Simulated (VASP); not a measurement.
**SiO2: relaxation of cell and atoms with PBEsol**

The system is SiO2.

```
CELL_PARAMETERS angstrom
-2.75887 3.00806 2.35277
2.75887 -3.00806 2.35277
2.75887 3.00806 -2.35277
ATOMIC_POSITIONS crystal
Si 0.75000 0.75000 0.00000
Si 0.25000 0.25000 0.00000
O 0.86293 0.84708 0.71002
O 0.36293 0.65292 0.01585
O 0.63707 0.34708 0.98415
O 0.13707 0.15292 0.28998
```

- Program: VASP 6.6.1
- Task: relaxation of cell and atoms
- Functional: PBEsol
- Potentials or basis: VASP PAW PBE potentials, release 64 (Si, O)
- Cutoff: 600 eV
- k mesh: 6 × 6 × 6
- Occupations: gaussian, width 0.02 eV
- Spin: no spin polarisation
- Dipole correction: no
- Further INCAR settings: ALGO = Normal; EDIFF = 1e-06; IBRION = 2; EDIFFG = -0.005; NSW = 100; ISIF = 3

| Property | Result |
| --- | --- |
| Relaxed volume | 12.79 Å³/atom |
| Relaxed cell | a = 4.673 Å, b = 4.673 Å, c = 4.673 Å, α = 104.70°, β = 104.83°, γ = 119.36° |
| Space group after relaxing (to 0.05 Å) | I4/mcm (No. 140) |
| Energy gained by relaxing | 1.9 meV/atom |
| Ionic steps | 29 |
| Pressure after relaxing | 0.0 GPa |
| Band gap on the k mesh | 4.72 eV, indirect (least direct gap 5.23 eV) |

Step by step:
```
step  energy change (eV)  largest force (eV/Å)  pressure (GPa)  volume (Å³)
   1              0.0000                0.1388            0.72        78.10
   2              0.0046                0.2831           -2.15        78.76
   3             -0.0015                0.0061           -0.23        78.32
   4             -0.0022                0.0211           -0.23        78.19
   5             -0.0032                0.0850           -0.22        77.80
   6             -0.0035                0.0802           -0.21        77.73
   7             -0.0043                0.0686           -0.17        77.52
   8             -0.0055                0.0519           -0.12        77.11
   9             -0.0060                0.0644            0.03        76.28
  10             -0.0062                0.0544           -0.02        76.53
  11             -0.0064                0.0508            0.01        76.46
  12             -0.0071                0.0423            0.09        76.25
  13             -0.0080                0.0304            0.26        75.83
  14             -0.0075                0.0467            0.60        74.99
  15             -0.0081                0.0328            0.37        75.54
  16             -0.0083                0.0439           -0.06        75.58
  17             -0.0083                0.0296            0.04        75.57
  18             -0.0085                0.0292            0.03        75.60
  19             -0.0089                0.0294            0.02        75.69
  20             -0.0096                0.0288           -0.01        75.87
  21             -0.0107                0.0293           -0.01        76.22
  22             -0.0109                0.0328            0.01        76.90
  23             -0.0111                0.0272            0.00        76.64
  24             -0.0108                0.0922            0.11        76.80
  25             -0.0113                0.0298            0.06        76.70
  26             -0.0111                0.0626           -0.50        76.94
  27             -0.0114                0.0114           -0.18        76.80
  28             -0.0114                0.0115            0.15        76.74
  29             -0.0115                0.0003           -0.02        76.77
```

Final structure:
```
Si O
1.0
    -2.85429    2.85032    2.35896
     2.85429   -2.85032    2.35896
     2.85429    2.85032   -2.35896
Si O
2 4
Direct
  0.75000 0.75000 0.00000
  0.25000 0.25000 0.00000
  0.85339 0.85366 0.70706
  0.35339 0.64634 0.99973
  0.64661 0.35366 0.00027
  0.14661 0.14633 0.29294
```

Levels at points of the mesh, in eV from the valence-band top:
| k point | band 12 | band 13 | band 14 | band 15 | band 16 | band 17 | band 18 | band 19 | band 20 |
| --- | --- | --- | --- | --- | --- | --- | --- | --- | --- |
| (0.00, 0.00, 0.00) | -2.44 | -1.03 | -0.71 | -0.51 | -0.51 | 4.72 | 9.22 | 9.23 | 10.53 |
| (0.50, 0.00, 0.00) | -1.70 | -1.12 | -1.12 | -1.02 | -1.02 | 8.32 | 8.32 | 8.56 | 8.56 |
| (0.00, 0.50, 0.00) | -1.70 | -1.12 | -1.12 | -1.02 | -1.02 | 8.32 | 8.32 | 8.55 | 8.55 |
| (0.50, 0.50, 0.00) | -2.70 | -1.67 | -1.14 | -0.48 | -0.30 | 6.26 | 8.68 | 9.09 | 9.91 |
| (0.50, 0.50, 0.50) | -2.96 | -2.49 | -1.09 | -1.08 | 0.00 | 7.54 | 8.41 | 8.52 | 8.52 |

Wall time 13 min on 1 thread of AMD EPYC 9R45 96-Core Processor (Zen 5) (shared host), peak memory 0.25 GiB.

Caveat: the PAW data sets were made with another functional, which shifts forces and pressure a little. A k mesh can miss the band edges.
